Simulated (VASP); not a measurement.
# BW16 in VASP: single point with PBE+D3(BJ)

Aim: the single point of BW16 with PBE+D3(BJ).

All numbers are computed with VASP 6.6.1; they aren't measurements. Logs are shortened: lines on timing, memory, paths and dates and some standing lists are left out, and cuts for length are marked.

### 1 The cell of the first run

The cell holds a slab with vacuum, 17 atoms: a = 6.320 Å, b = 5.473 Å, c = 17.703 Å, α = 90.00°, β = 90.00°, γ = 54.74°.

### 2 Single point, PBE+D3(BJ)

INCAR reads:

```
SYSTEM = BW16
  ALGO = Normal
  EDIFF = 1E-6
  ENCUT = 520
  GGA = PE
  ISIF = 2
  ISMEAR = 0
  IVDW = 12
  LASPH = .TRUE.
  LCHARG = .FALSE.
  LREAL = Auto
  LWAVE = .FALSE.
  NBANDS = 128
  NELM = 100
  PREC = Accurate
  SIGMA = 0.05
```

KPOINTS reads:

```
k-points
0
G
  3 4 1
  0 0 0
```

POSCAR reads:

```
BW16
1.0
    6.3200000000      0.0000000000      0.0000000000
    3.1600000000      4.4689150000      0.0000000000
    0.0000000000      0.0000000000     17.7033720000
W B
16 1
Direct
   -0.2499999441      0.4999998881      0.0564864140
    0.2500000559      0.4999998881      0.0564864140
   -0.2500000000      1.0000000000      0.0564864140
    0.2500000000      1.0000000000      0.0564864140
    0.0004527805     -0.0006099915      0.1797535520
    0.4996601761      0.0005663567      0.1797580709
   -0.0006041977      0.5009030156      0.1793037507
    0.5007211816      0.4990674470      0.1792927359
   -0.2499647281      0.5000041397      0.3074357812
    0.2501440894      0.4999466313      0.3079009468
   -0.2498775881      0.9999577079      0.3060372340
    0.2500447368      1.0000051467      0.3031217443
    0.0180303420      0.0006026071      0.4297340642
    0.4822129983     -0.0008013131      0.4297223715
   -0.0089323493      0.5198302049      0.4336509451
    0.5091769455      0.4799825013      0.4336635981
    0.7501071403      0.9999015421      0.4989608194
```

Potentials or basis: VASP PAW PBE potentials, release 64 (W_sv, B).

The run is started by

```
> cat potpaw_PBE.64/W_sv/POTCAR potpaw_PBE.64/B/POTCAR > POTCAR
> mpirun -np 1 vasp_std > vasp.out
```

OUTCAR:

```text
SYSTEM = BW16
   EDIFF = 1E-6
   ENCUT = 520
   GGA = PE
   ISIF = 2
   ISMEAR = 0
   IVDW = 12
   LASPH = .TRUE.
   LREAL = Auto
   NELM = 100
   PREC = Accurate
 IVDW          = 12

 ion  position               nearest neighbor table
   1  0.750  0.500  0.056-   8 2.69   7 2.69   3 2.74   4 2.74   4 2.74   3 2.74   6 3.13   5 3.13
                             2 3.16   2 3.16
   2  0.250  0.500  0.056-   7 2.69   8 2.69   4 2.74   3 2.74   3 2.74   4 2.74   5 3.12   6 3.12
                             1 3.16   1 3.16
   3  0.750  0.000  0.056-   6 2.69   5 2.69   1 2.74   2 2.74   2 2.74   1 2.74   8 3.11   7 3.11
                             4 3.16   4 3.16
   4  0.250  0.000  0.056-   5 2.69   6 2.69   2 2.74   1 2.74   1 2.74   2 2.74   8 3.12   7 3.12
                             3 3.16   3 3.16
   5  0.000  0.999  0.180-   4 2.69   3 2.69  12 2.70   7 2.73   8 2.74  11 2.74   8 2.74   7 2.74
                             2 3.12   1 3.13   6 3.16   6 3.16   9 3.18  10 3.18
   6  0.500  0.001  0.180-   4 2.69   3 2.69  12 2.70   8 2.73   7 2.74  11 2.74   7 2.74   8 2.74
                             2 3.12   1 3.13   5 3.16   5 3.16   9 3.18  10 3.18
   7  0.999  0.501  0.179-   1 2.69   2 2.69   5 2.73   6 2.74   6 2.74   5 2.74   9 2.76  10 2.77
                             3 3.11   4 3.12  12 3.13   8 3.16   8 3.16  11 3.16
   8  0.501  0.499  0.179-   1 2.69   2 2.69   6 2.73   5 2.74   5 2.74   6 2.74   9 2.76  10 2.77
                             3 3.11   4 3.12  12 3.13   7 3.16   7 3.16  11 3.16
   9  0.750  0.500  0.307-  11 2.74  11 2.74  12 2.74  12 2.74  16 2.74  15 2.74   7 2.76   8 2.76
                            14 3.11  13 3.11  10 3.16  10 3.16   6 3.18   5 3.18
  10  0.250  0.500  0.308-  16 2.73  15 2.73  11 2.74  11 2.74  12 2.74  12 2.74   8 2.77   7 2.77
                            13 3.11  14 3.11   9 3.16   9 3.16   6 3.18   5 3.18
  11  0.750  1.000  0.306-   9 2.74  10 2.74   9 2.74  10 2.74   5 2.74   6 2.74  13 2.77  14 2.77
                            16 3.12  15 3.12  12 3.16  12 3.16   7 3.16   8 3.16
  12  0.250  0.000  0.303-  14 2.68  13 2.68   6 2.70   5 2.70   9 2.74   9 2.74  10 2.74  10 2.74
                             7 3.13   8 3.13  11 3.16  11 3.16  15 3.28  16 3.28
  13  0.018  0.001  0.430-  17 2.09  12 2.68  15 2.73  16 2.74  16 2.75  15 2.75  11 2.77  14 2.93
                            10 3.11   9 3.11  14 3.39
  14  0.482  0.999  0.430-  17 2.09  12 2.68  16 2.73  15 2.74  15 2.75  16 2.75  11 2.77  13 2.93
                            10 3.11   9 3.11  13 3.39
  15  0.991  0.520  0.434-  17 2.44  10 2.73  13 2.73  14 2.74   9 2.74  14 2.75  13 2.75  11 3.12
                            16 3.15  16 3.18  12 3.28
  16  0.509  0.480  0.434-  17 2.44  10 2.73  14 2.73  13 2.74   9 2.74  13 2.75  14 2.75  11 3.12
                            15 3.15  15 3.18  12 3.28
  17  0.750  1.000  0.499-  14 2.09  13 2.09  16 2.44  15 2.44

  LATTYP: Found a base centered orthorhombic cell.
 ALAT       =     6.3200000000
 B/A-ratio  =     1.4142136076
 C/A-ratio  =     2.8011664557

  Lattice vectors:

 A1 = (   3.1600000000,  -4.4689150000,   0.0000000000)
 A2 = (   3.1600000000,   4.4689150000,   0.0000000000)
 A3 = (   0.0000000000,   0.0000000000,  17.7033720000)

Analysis of symmetry for initial positions (statically):
=====================================================================
 Subroutine PRICEL returns:
 Original cell was already a primitive cell.

 Routine SETGRP: Setting up the symmetry group for a
 base centered orthorhombic supercell.

 Subroutine GETGRP returns: Found  1 space group operations
 (whereof  1 operations were pure point group operations)
 out of a pool of  8 trial point group operations.

The static configuration has the point symmetry C_1 .

Analysis of symmetry for dynamics (positions and initial velocities):
=====================================================================
 Subroutine PRICEL returns:
 Original cell was already a primitive cell.

 Routine SETGRP: Setting up the symmetry group for a
 base centered orthorhombic supercell.

 Subroutine GETGRP returns: Found  1 space group operations
 (whereof  1 operations were pure point group operations)
 out of a pool of  8 trial point group operations.

The dynamic configuration has the point symmetry C_1 .

 Subroutine INISYM returns: Found  1 space group operations
 (whereof  1 operations are pure point group operations),
 and found     1 'primitive' translations

----------------------------------------------------------------------------------------

                                     Primitive cell

  volume of cell :     500.0059

  direct lattice vectors                    reciprocal lattice vectors
[... 57 lines left out ...]
     0.052742616 -0.037294660  0.000000000     0.333333333  0.000000000  0.000000000
     0.000000000  0.055941990  0.000000000     0.000000000  0.250000000  0.000000000
     0.000000000  0.000000000  0.056486414     0.000000000  0.000000000  1.000000000

  Length of vectors
     0.064596248  0.055941990  0.056486414

  Shift w.r.t. Gamma in fractional coordinates (k-lattice)
     0.000000000  0.000000000  0.000000000

 WARNING: IBZKPT: internal override: KBLOWUP is changed to .FALSE.
      ... skipping the blow-up phase ...

 Subroutine IBZKPT returns following result:
 ===========================================

 Found      7 irreducible k-points:

 Following reciprocal coordinates:
            Coordinates               Weight
  0.000000  0.000000  0.000000      1.000000
  0.333333  0.000000  0.000000      2.000000
  0.000000  0.250000  0.000000      2.000000
  0.333333  0.250000  0.000000      2.000000
 -0.333333  0.250000  0.000000      2.000000
  0.000000  0.500000  0.000000      1.000000
  0.333333  0.500000  0.000000      2.000000
   k-points           NKPTS =      7   k-points in BZ     NKDIM =      7   number of bands    NBANDS=    128
   number of dos      NEDOS =    301   number of ions     NIONS =     17
   total plane-waves  NPLWV = 282240
   dimension x,y,z NGX =    48 NGY =   42 NGZ =  140
   dimension x,y,z NGXF=    96 NGYF=   84 NGZF=  280
   ions per type =              16   1
   NGX,Y,Z   is equivalent  to a cutoff of  12.63, 12.76, 13.15 a.u.
   NGXF,Y,Z  is equivalent  to a cutoff of  25.25, 25.51, 26.29 a.u.
 SYSTEM =  BW16
   PREC   = accura    normal or accurate (medium, high low for compatibility)
   ISTART =      0    job   : 0-new  1-cont  2-samecut
   ICHARG =      2    charge: 1-file 2-atom 10-const
   ISPIN  =      1    spin polarized calculation?
   LNONCOLLINEAR =      F non collinear calculations
   LSORBIT =      F    spin-orbit coupling
   LASPH  =      T    aspherical Exc in radial PAW
   ENCUT  =  520.0 eV  38.22 Ry    6.18 a.u.  11.75 10.18 32.92*2*pi/ulx,y,z
   NELM   =    100;   NELMIN=  2; NELMDL= -5     # of ELM steps
   EDIFF  = 0.1E-05   stopping-criterion for ELM
   LREAL  =      T    real-space projection
   EDIFFG = 0.1E-04   stopping-criterion for IOM
   NSW    =      0    number of steps for IOM
   IBRION =     -1    ionic relax: 0-MD 1-quasi-New 2-CG
   NFREE  =      0    steps in history (QN), initial steepest desc. (CG)
   ISIF   =      2    stress and relaxation
   ISYM   =      2    0-nonsym 1-usesym 2-fastsym
   POTIM  = 0.5000    time-step for ionic-motion
   TEBEG  =    0.0;   TEEND  =   0.0 temperature during run
   PSTRESS=    0.0 pullay stress
   NELECT =     227.0000    total number of electrons
   NUPDOWN=      -1.0000    fix difference up-down
   EMIN   =  10.00;   EMAX   =-10.00  energy-range for DOS
   EFERMI =   0.00;   METHOD = LEGACY
   ISMEAR =     0;   SIGMA  =   0.05  broadening in eV -4-tet -1-fermi 0-gaus
   EFERMI_NEDOS =   21; number of points for ismear=-14 and -15
   IALGO  =     38    algorithm
   IMIX   =      4    mixing-type and parameters
     AMIX     =   0.40;   BMIX     =  1.00
     AMIX_MAG =   1.60;   BMIX_MAG =  1.00
  volume/ion in A,a.u.               =      29.41       198.48
  Fermi-wavevector in a.u.,A,eV,Ry     =   1.258225  2.377701 21.539802  1.583131
  Thomas-Fermi vector in A             =   2.391845
   LORBIT       =      0    0 simple, 1 ext, 2 COOP (PROOUT), +10 PAW based schemes
   GGA     = PE    functional components
   LHFCALC =     F    Hartree Fock is set to
   AEXX    =    0.0000 exact exchange contribution
   IVDW    =    12    specifies the selected vdW correction
   LEPSILON=     F    determine dielectric tensor
   LRPA    =     F    only Hartree local field effects (RPA)
 non-spin polarized calculation
 Gauss-broadening in eV      SIGMA  =   0.05
  energy-cutoff  :      520.00
  volume of cell :      500.01
 maximum number of plane-waves:     13480
   NGX = 23   NGY = 21   NGZ = 65

 number of electron     227.0000021 magnetization

 Free energy of the ion-electron system (eV)
  ---------------------------------------------------
  ext. energy  EPLUGINS =         0.00000000
  ---------------------------------------------------
  free energy    TOTEN  =      -202.59305995 eV

  energy without entropy =     -202.58047049  energy(sigma->0) =     -202.58676522

 E-fermi :   3.5437     XC(G=0):  -8.1992

 val. band max:        3.5170216797   @ k =   0.0000   0.2500   0.0000
 cond. band min:       3.5566620192   @ k =  -0.3333   0.2500   0.0000
 fundamental gap:      0.0396403396
 Fermi energy:         3.5437400289

 k-point     1 :       0.0000    0.0000    0.0000
  band No.  band energies     occupation
      1     -70.6174      2.00000
      2     -70.5512      2.00000
      3     -70.5177      2.00000
      4     -70.5137      2.00000
      5     -70.4974      2.00000
      6     -70.4867      2.00000
[... 885 lines left out ...]
    124       4.7606      0.00000
    125       4.7630      0.00000
 [bands above 125 left out]

------------------------ aborting loop because EDIFF is reached ----------------------------------------

 Edisp (eV)   -8.32018

 E8    (eV) :    -4.3678

  FORCE on cell =-STRESS in cart. coord.  units (eV):
  Direction    XX          YY          ZZ          XY          YZ          ZX
  --------------------------------------------------------------------------------------
  -------------------------------------------------------------------------------------
  Total      -9.19188   -11.96005     0.24966     0.90003     0.01185    -0.01326
  in kB     -29.45371   -38.32377     0.79998     2.88400     0.03797    -0.04249
  external pressure =      -22.33 kB  Pullay stress =        0.00 kB

 VOLUME and BASIS-vectors are now :
 -----------------------------------------------------------------------------
  energy-cutoff  :      520.00
  volume of cell :      500.01
      direct lattice vectors                 reciprocal lattice vectors
     6.320000000  0.000000000  0.000000000     0.158227848 -0.111883981  0.000000000
     3.160000000  4.468915000  0.000000000     0.000000000  0.223767962  0.000000000
     0.000000000  0.000000000 17.703372000     0.000000000  0.000000000  0.056486414

 POSITION                                       TOTAL-FORCE (eV/Angst)
 -----------------------------------------------------------------------------------
      6.32000      2.23446      1.00000         0.001397     -0.000247      0.146841
      3.16000      2.23446      1.00000         0.000685     -0.000415      0.121457
      4.74000      0.00000      1.00000         0.000801     -0.000541     -0.263869
      1.58000      0.00000      1.00000         0.001152     -0.000226     -0.129650
      3.16093      4.46619      3.18224        -0.000194      0.002753     -0.002538
      3.15964      0.00253      3.18232        -0.000207     -0.001559     -0.003624
[... 9 lines left out ...]
      4.73474      2.14500      7.67731        -0.000322      0.008559      0.023094
      7.90037      4.46848      8.83329         0.000360     -0.000027      0.024979
 -----------------------------------------------------------------------------------
    total drift:                               -0.001914      0.000786      0.010714

  FREE ENERGIE OF THE ION-ELECTRON SYSTEM (eV)
  ---------------------------------------------------
  free  energy   TOTEN  =      -210.9132441703 eV

  energy  without entropy=     -210.9006547136  energy(sigma->0) =     -210.90694944
```

Run time: 12 min. Hardware: 1 thread of Intel Xeon 6975P-C (Granite Rapids), shared host; peak memory 0.74 GiB.

Results:

```
Free energy                : -210.9132 eV
Largest force              : 0.264 eV/Å
Dispersion energy per atom : -0.489 eV
```

Forces in eV/Å, atoms in the order of the input:
```
W    0.001  0.000  0.147
W    0.001  0.000  0.121
W    0.001 -0.001 -0.264
W    0.001  0.000 -0.130
W    0.000  0.003 -0.003
W    0.000 -0.002 -0.004
W    0.001  0.003  0.000
W   -0.002 -0.002  0.003
W    0.005 -0.003  0.006
W   -0.006  0.001  0.006
W   -0.003  0.000  0.003
W    0.002 -0.002 -0.005
W    0.006  0.000  0.022
W   -0.007  0.004  0.024
W    0.000 -0.008  0.023
W    0.000  0.009  0.023
B    0.000  0.000  0.025
```

Caveat: the k points lie up to 0.41 Å⁻¹ apart; spin-orbit coupling is left out, which moves the levels of the heavy elements.
